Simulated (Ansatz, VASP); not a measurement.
## One calculation of C, two programs

```
C
1.0
     2.46125    0.00000    0.00000
    -1.23062    2.13150    0.00000
     0.00000    0.00000    4.16278
C
4
Direct
  0.33333 0.66667 0.00006
  0.66667 0.33333 0.50006
  0.33333 0.66667 0.37394
  0.66667 0.33333 0.87394
```

Change from the starting cell: strained cell.

Alike in both runs: functional PBEsol; k mesh 9 × 9 × 6; occupations gaussian, width 0.02 eV; no spin polarisation.

Ansatz relaxed the structure, and its values are those at the end. VASP's run is a single point on that final structure, the one shown.

|  | VASP | Ansatz |
| --- | --- | --- |
| version | VASP 6.6.1 | Ansatz 0.2.0 |
| potentials or method | VASP PAW PBE potentials, release 64 (C_h), cutoff 1300 eV | scalar-relativistic, plane waves, PAW |
| valence electrons in the cell | 16 | 16 |

Ansatz gave:

| Property | Result |
| --- | --- |
| gap on the k mesh at the Fermi level (eV) | 2.89 |
| least direct gap on the mesh (eV) | 4.95 |
| pressure (GPa) | 14.1 |

Q: Estimate VASP's values.

A: gap on the k mesh at the Fermi level (eV): 2.88; least direct gap on the mesh (eV): 4.96; pressure (GPa): 14.4.

VASP's potentials were made for PBE, not for PBEsol, and Ansatz warns of the same on its side. The functional is the same, so the differences come from potentials, cutoffs and numerics. Ansatz's warnings: stress scf threshold loose.
